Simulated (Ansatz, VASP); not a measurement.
## One calculation of Cu, two programs

The input INCAR:

```
  ALGO = Fast
  EDIFF = 1E-6
  ENCUT = 520
  GGA = PS
  ISIF = 2
  ISMEAR = 0
  LASPH = True
  LCHARG = True
  LELF = True
  LREAL = False
  LVHAR = True
  LWAVE = False
  NBANDS = 18
  NELM = 80
  PREC = Accurate
  SIGMA = 0.15
```

The input KPOINTS:

```
k-points
0
Gamma
  24 24 12
```

The input POSCAR:

```
Cu
1.0
    2.4533046400      0.0000000000      0.0000000000
   -1.2266523200      2.1246241415      0.0000000000
    0.0000000000      0.0000000000      4.1708632185
Cu
2
Direct
    0.3333333333      0.6666666667      0.2500000000
    0.6666666667      0.3333333333      0.7500000000
```

Input for Ansatz:

```yaml
crystal:
  lattice:
    - [2.45330464, 0.0, 0.0]
    - [-1.22665232, 2.1246241415, 0.0]
    - [0.0, 0.0, 4.1708632185]
  atoms:
    - { symbol: Cu, position: [0.3333333333, 0.6666666667, 0.25] }
    - { symbol: Cu, position: [0.6666666667, 0.3333333333, 0.75] }
basis:
  ecutwfc: 520.0
kpoints:
  mp_grid: { grid: [24, 24, 12] }
hamiltonian:
  xc: pbesol
  pseudopotentials: { kind: paw }
scf:
  occupations: { method: gaussian, width: 0.15 }
output:
  forces: true
  stress: true
  eigenvalues: true
```

Alike in both runs: task single point; functional PBEsol; k mesh 24 × 24 × 12; occupations gaussian, width 0.15 eV; no spin polarisation.

|  | VASP | Ansatz |
| --- | --- | --- |
| version | VASP 6.6.1 | Ansatz 0.2.0 |
| potentials or method | VASP PAW PBE potentials, release 64 (Cu), cutoff 520 eV | scalar-relativistic, plane waves, PAW |
| valence electrons in the cell | 22 | 38 |

VASP gave:

| Property | Result |
| --- | --- |
| gap on the k mesh at the Fermi level (eV) | none |
| pressure (GPa) | 9.3 |
| traceless stress, the component that is largest in VASP (GPa) | -5.80 |

**Question.** What did Ansatz give for the same quantities?

**Answer.** gap on the k mesh at the Fermi level (eV): none; pressure (GPa): 7.8; traceless stress, the component that is largest in VASP (GPa): -5.77.

VASP's potentials were made for PBE, not for PBEsol. A gap of «none» marks a metal or a gap that the smearing closes. VASP's potentials hold 22 valence electrons a cell and Ansatz's 38, so a difference there can come from the potentials and not from the codes.
